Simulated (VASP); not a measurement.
# AlCo (Pm-3m) in VASP: a series of runs

AlCo is run at these levels: PBEsol; tasks: single point, relaxation of cell and atoms.

Program: VASP 6.6.1. These are calculated values, not measurements. Logs are shortened: lines on timing, memory, paths and dates and some standing lists are left out, and cuts for length are marked.

## (1) The cell of the first run

Symmetry: Pm-3m, No. 221, cubic system. The conventional cell has a = 2.823 Å, b = 2.823 Å, c = 2.823 Å, α = 90.00°, β = 90.00°, γ = 90.00°. Al (site symmetry m-3m) has 8 Co at 2.45 Å and 6 Al at 2.82 Å within 3.2 Å. Within 3.2 Å of Co (site symmetry m-3m) lie 8 Al at 2.45 Å and 6 Co at 2.82 Å.

## (2) Single point, PBEsol

INCAR reads:

```
SYSTEM = AlCo
  ALGO = Normal
  EDIFF = 1E-6
  ENCUT = 520
  GGA = PS
  ISIF = 2
  ISMEAR = -1
  LASPH = .True.
  LCHARG = .False.
  LREAL = .False.
  LWAVE = .False.
  NBANDS = 13
  NELM = 60
  PREC = Accurate
  SIGMA = 0.1
```

KPOINTS reads:

```
k-points
0
Gamma
  12 12 12
  0 0 0
```

POSCAR reads:

```
AlCo
1.0
    2.8234353787      0.0000000000      0.0000000000
    0.0000000000      2.8234353787      0.0000000000
    0.0000000000      0.0000000000      2.8234353787
Al Co
1 1
Direct
    0.0000000000      0.0000000000      0.0000000000
    0.5000000000      0.5000000000      0.5000000000
```

Potentials or basis: VASP PAW PBE potentials, release 64 (Al, Co).

Run with:

```
$ cat potpaw_PBE.64/Al/POTCAR potpaw_PBE.64/Co/POTCAR > POTCAR
$ mpirun -np 1 vasp_std > vasp.out
```

OUTCAR:

```text
SYSTEM = AlCo
   EDIFF = 1E-6
   ENCUT = 520
   GGA = PS
   ISIF = 2
   ISMEAR = -1
   LASPH = .True.
   LREAL = .False.
   NELM = 60
   PREC = Accurate

 ion  position               nearest neighbor table
   1  0.000  0.000  0.000-   2 2.45   2 2.45   2 2.45   2 2.45   2 2.45   2 2.45   2 2.45   2 2.45

   2  0.500  0.500  0.500-   1 2.45   1 2.45   1 2.45   1 2.45   1 2.45   1 2.45   1 2.45   1 2.45

  LATTYP: Found a simple cubic cell.
 ALAT       =     2.8234353787

  Lattice vectors:

 A1 = (   2.8234353787,   0.0000000000,   0.0000000000)
 A2 = (   0.0000000000,   2.8234353787,   0.0000000000)
 A3 = (   0.0000000000,   0.0000000000,   2.8234353787)

Analysis of symmetry for initial positions (statically):
=====================================================================
 Subroutine PRICEL returns:
 Original cell was already a primitive cell.

 Routine SETGRP: Setting up the symmetry group for a
 simple cubic supercell.

 Subroutine GETGRP returns: Found 48 space group operations
 (whereof 48 operations were pure point group operations)
 out of a pool of 48 trial point group operations.

The static configuration has the point symmetry O_h .

Analysis of symmetry for dynamics (positions and initial velocities):
=====================================================================
 Subroutine PRICEL returns:
 Original cell was already a primitive cell.

 Routine SETGRP: Setting up the symmetry group for a
 simple cubic supercell.

 Subroutine GETGRP returns: Found 48 space group operations
 (whereof 48 operations were pure point group operations)
 out of a pool of 48 trial point group operations.

The dynamic configuration has the point symmetry O_h .

 Subroutine INISYM returns: Found 48 space group operations
 (whereof 48 operations are pure point group operations),
 and found     1 'primitive' translations

----------------------------------------------------------------------------------------

                                     Primitive cell

  volume of cell :      22.5078

  direct lattice vectors                    reciprocal lattice vectors
     2.823435379  0.000000000  0.000000000     0.354178462  0.000000000  0.000000000
     0.000000000  2.823435379  0.000000000     0.000000000  0.354178462  0.000000000
     0.000000000  0.000000000  2.823435379     0.000000000  0.000000000  0.354178462

  length of vectors
     2.823435379  2.823435379  2.823435379     0.354178462  0.354178462  0.354178462

  position of ions in fractional coordinates (direct lattice)
     0.000000000  0.000000000  0.000000000
[... 89 lines left out ...]
   NELECT =      12.0000    total number of electrons
   NUPDOWN=      -1.0000    fix difference up-down
   EMIN   =  10.00;   EMAX   =-10.00  energy-range for DOS
   EFERMI =   0.00;   METHOD = LEGACY
   ISMEAR =    -1;   SIGMA  =   0.10  broadening in eV -4-tet -1-fermi 0-gaus
   EFERMI_NEDOS =   21; number of points for ismear=-14 and -15
   IALGO  =     38    algorithm
   IMIX   =      4    mixing-type and parameters
     AMIX     =   0.40;   BMIX     =  1.00
     AMIX_MAG =   1.60;   BMIX_MAG =  1.00
  volume/ion in A,a.u.               =      11.25        75.95
  Fermi-wavevector in a.u.,A,eV,Ry     =   1.327468  2.508551 23.975796  1.762171
  Thomas-Fermi vector in A             =   2.456778
   LORBIT       =      0    0 simple, 1 ext, 2 COOP (PROOUT), +10 PAW based schemes
   GGA     = PS    functional components
   LHFCALC =     F    Hartree Fock is set to
   AEXX    =    0.0000 exact exchange contribution
   IVDW    =     0    specifies the selected vdW correction
   LEPSILON=     F    determine dielectric tensor
   LRPA    =     F    only Hartree local field effects (RPA)
 non-spin polarized calculation
  energy-cutoff  :      520.00
  volume of cell :       22.51
 maximum number of plane-waves:       624
 NGX is ok and might be reduce to    24
   NGX = 11   NGY = 11   NGZ = 11

 number of electron      11.9999996 magnetization

 Free energy of the ion-electron system (eV)
  ---------------------------------------------------
  ext. energy  EPLUGINS =         0.00000000
  ---------------------------------------------------
  free energy    TOTEN  =       -13.09519878 eV

  energy without entropy =      -13.06682509  energy(sigma->0) =      -13.08101193

 E-fermi :  10.7796     XC(G=0): -12.5223

 val. band max:       10.7034370670   @ k =   0.5000   0.4167   0.0833
 cond. band min:      10.8079201890   @ k =   0.4167   0.4167   0.0000
 fundamental gap:      0.1044831220
 Fermi energy:        10.7795950389

 k-point     1 :       0.0000    0.0000    0.0000
  band No.  band energies     occupation
      1      -0.4329      2.00000
      2       7.7157      2.00000
      3       7.7157      2.00000
      4       9.9763      1.99935
      5       9.9763      1.99935
      6       9.9763      1.99935
      7      16.9313      0.00000
      8      16.9313      0.00000
      9      16.9313      0.00000
     10      19.6962      0.00000
     11      19.6962      0.00000
     12      26.5141      0.00000
     13      32.7674      0.00000
[... 354 lines left out ...]
  band No.  band energies     occupation
      1       4.3706      2.00000
      2       6.5650      2.00000
      3       8.1595      2.00000
      4       8.7565      2.00000
      5       9.2694      2.00000
      6       9.4515      2.00000
      7      11.0355      0.14370
      8      14.3022      0.00000
      9      16.3104      0.00000
     10      22.7651      0.00000
     11      24.3179      0.00000
     12      25.4819      0.00000
     13      27.4443      0.00000

 [... further k-points ...]

------------------------ aborting loop because EDIFF is reached ----------------------------------------

  FORCE on cell =-STRESS in cart. coord.  units (eV):
  Direction    XX          YY          ZZ          XY          YZ          ZX
  --------------------------------------------------------------------------------------
  -------------------------------------------------------------------------------------
  Total        0.0175620      0.0175620      0.0175620      0.0000000      0.0000000      0.0000000
  in kB        1.2501177      1.2501177      1.2501177      0.0000000      0.0000000      0.0000000
  external PRESSURE =       1.2501177 kB  Pullay stress =       0.0000000 kB

 VOLUME and BASIS-vectors are now :
 -----------------------------------------------------------------------------
  energy-cutoff  :      520.00
  volume of cell :       22.51
      direct lattice vectors                 reciprocal lattice vectors
     2.823435379  0.000000000  0.000000000     0.354178462  0.000000000  0.000000000
     0.000000000  2.823435379  0.000000000     0.000000000  0.354178462  0.000000000
     0.000000000  0.000000000  2.823435379     0.000000000  0.000000000  0.354178462

 POSITION                                       TOTAL-FORCE (eV/Angst)
 -----------------------------------------------------------------------------------
      0.00000      0.00000      0.00000         0.000000      0.000000      0.000000
      1.41172      1.41172      1.41172         0.000000      0.000000      0.000000
 -----------------------------------------------------------------------------------
    total drift:                                0.000000     -0.000000     -0.000000

  FREE ENERGIE OF THE ION-ELECTRON SYSTEM (eV)
  ---------------------------------------------------
  free  energy   TOTEN  =       -13.0951987791 eV

  energy  without entropy=      -13.0668250854  energy(sigma->0) =      -13.08101193
```

OSZICAR:

```text
N       E                     dE             d eps       ncg     rms          rms(c)
DAV:   1     0.349630119538E+02    0.34963E+02   -0.52450E+03  2192   0.984E+02
DAV:   2    -0.133891663956E+02   -0.48352E+02   -0.44041E+02  2314   0.172E+02
DAV:   3    -0.149837823713E+02   -0.15946E+01   -0.15830E+01  2659   0.358E+01
DAV:   4    -0.150075495246E+02   -0.23767E-01   -0.23761E-01  2596   0.404E+00
DAV:   5    -0.150083868543E+02   -0.83733E-03   -0.83731E-03  2736   0.810E-01    0.135E+01
DAV:   6    -0.178441722690E+02   -0.28358E+01   -0.64639E+01  2479   0.103E+02    0.179E+01
DAV:   7    -0.131437542374E+02    0.47004E+01   -0.30264E+01  2539   0.654E+01    0.193E+00
DAV:   8    -0.131101887866E+02    0.33565E-01   -0.18403E-01  2567   0.323E+00    0.116E+00
DAV:   9    -0.130956263129E+02    0.14562E-01   -0.22016E-02  2917   0.176E+00    0.296E-01
DAV:  10    -0.130952193513E+02    0.40696E-03   -0.42991E-04  2638   0.171E-01    0.143E-01
DAV:  11    -0.130951991346E+02    0.20217E-04   -0.20516E-05  2883   0.385E-02    0.650E-03
DAV:  12    -0.130951987791E+02    0.35548E-06   -0.11239E-06  1972   0.971E-03
   1 F= -.13095199E+02 E0= -.13081012E+02  d E =-.283737E-01
```

stdout:

```text
POSCAR found type information on POSCAR AlCo
 POSCAR found :  2 types and       2 ions
 scaLAPACK will be used
 -----------------------------------------------------------------------------
|                                                                             |
|                                                                             |
|     You enforced a specific xc type in the INCAR file but a different       |
|     I HOPE YOU KNOW WHAT YOU ARE DOING!                                     |
|                                                                             |
 -----------------------------------------------------------------------------

 LDA part: xc-table for (Slater+PW92), standard interpolation
 POSCAR, INCAR and KPOINTS ok, starting setup
 FFT: planning ... GRIDC
 FFT: planning ... GRID_SOFT
 FFT: planning ... GRID
 WAVECAR not read
 entering main loop
```

It took 6.8 s on 1 thread of Intel Xeon 6975P-C (Granite Rapids), shared host; peak memory 0.15 GiB.

Results:

```yaml
Free_energy: -13.0952 eV
Pressure: 0.1 GPa
Band_gap_on_the_k_mesh: zero (band 6 reaches 13.19 eV, above the bottom of band 7 at 10.56 eV)
```

Levels at points of the mesh, in eV from the Fermi level:
```tsv
k point	band 2	band 3	band 4	band 5	band 6	band 7	band 8	band 9	band 10	band 11
(0.00, 0.00, 0.00)	-3.06	-3.06	-0.80	-0.80	-0.80	6.15	6.15	6.15	8.92	8.92
(0.50, 0.00, 0.00)	-6.73	-2.45	-1.71	-1.71	-0.69	0.22	8.50	10.79	10.79	12.01
(0.50, 0.50, 0.00)	-3.15	-2.68	-2.68	-1.50	-1.50	-0.22	2.53	3.72	13.13	16.12
(0.50, 0.50, 0.50)	-4.01	-4.01	-0.18	-0.18	2.41	2.41	2.41	4.45	5.57	5.57
```

Caveat: the PAW data sets were made with another functional, which shifts forces and pressure a little.

## (3) Relaxation of cell and atoms, PBEsol

This run uses another cell than the first one, of 11.21 Å³/atom, 0.996 times its volume.

INCAR reads:

```
  ALGO = Normal
  EDIFF = 1E-6
  EDIFFG = -0.002
  ENCUT = 600
  GGA = PS
  IBRION = 2
  ISIF = 3
  ISMEAR = -1
  LASPH = T
  LCHARG = F
  LREAL = F
  LWAVE = F
  NELM = 100
  NSW = 100
  PREC = Accurate
  SIGMA = 0.1
```

KPOINTS reads:

```
k-points
0
Gamma
  12 12 12
```

POSCAR reads:

```
AlCo
1.0
    2.8194032100      0.0000000000      0.0000000000
    0.0000000000      2.8194032100      0.0000000000
    0.0000000000      0.0000000000      2.8194032100
Al Co
1 1
Direct
    0.0000000000      0.0000000000      0.0000000000
    0.5000000000      0.5000000000      0.5000000000
```

Potentials or basis: VASP PAW PBE potentials, release 64 (Al, Co).

Run with:

```
$ cat potpaw_PBE.64/Al/POTCAR potpaw_PBE.64/Co/POTCAR > POTCAR
$ mpirun -np 1 vasp_std > vasp.out
```

Wall time 12 s (1 thread of Intel Xeon 6975P-C (Granite Rapids), shared host); peak memory 0.16 GiB.

Results (log left out):

| Property | Result |
| --- | --- |
| Free energy | -13.0951 eV |
| Relaxed volume | 11.26 Å³/atom |
| Relaxed cell | a = 2.824 Å, b = 2.824 Å, c = 2.824 Å, α = 90.00°, β = 90.00°, γ = 90.00° |
| Space group after relaxing (to 0.05 Å) | Pm-3m (No. 221) |
| Energy gained by relaxing | 0.1 meV/atom |
| Ionic steps | 3 |
| Pressure after relaxing | 0.0 GPa |
| Band gap on the k mesh | zero (band 6 reaches 13.19 eV, above the bottom of band 7 at 10.56 eV) |

Step by step:
```
step  energy change (eV)  largest force (eV/Å)  pressure (GPa)  volume (Å³)
   1              0.0000                0.0000            0.89        22.41
   2              0.0000                0.0000           -0.87        22.61
   3             -0.0003                0.0000            0.01        22.51
```

Final structure:
```cif
data_structure
_symmetry_space_group_name_H-M 'P 1'
_symmetry_Int_Tables_number 1
_cell_length_a 2.8237
_cell_length_b 2.8237
_cell_length_c 2.8237
_cell_angle_alpha 90.000
_cell_angle_beta 90.000
_cell_angle_gamma 90.000
_cell_volume 22.51
loop_
_atom_site_label
_atom_site_type_symbol
_atom_site_fract_x
_atom_site_fract_y
_atom_site_fract_z
_atom_site_occupancy
Al1 Al 0.00000 0.00000 0.00000 1
Co1 Co 0.50000 0.50000 0.50000 1
```

Levels at points of the mesh, in eV from the Fermi level:
| k point | band 2 | band 3 | band 4 | band 5 | band 6 | band 7 | band 8 | band 9 | band 10 |
| --- | --- | --- | --- | --- | --- | --- | --- | --- | --- |
| (0.00, 0.00, 0.00) | -3.06 | -3.06 | -0.80 | -0.80 | -0.80 | 6.15 | 6.15 | 6.15 | 8.92 |
| (0.50, 0.00, 0.00) | -6.73 | -2.45 | -1.71 | -1.71 | -0.69 | 0.22 | 8.50 | 10.78 | 10.78 |
| (0.50, 0.50, 0.00) | -3.15 | -2.68 | -2.68 | -1.50 | -1.50 | -0.22 | 2.53 | 3.71 | 13.13 |
| (0.50, 0.50, 0.50) | -4.01 | -4.01 | -0.18 | -0.18 | 2.41 | 2.41 | 2.41 | 4.45 | 5.57 |

Caveat: the PAW data sets were made with another functional, which shifts forces and pressure a little.
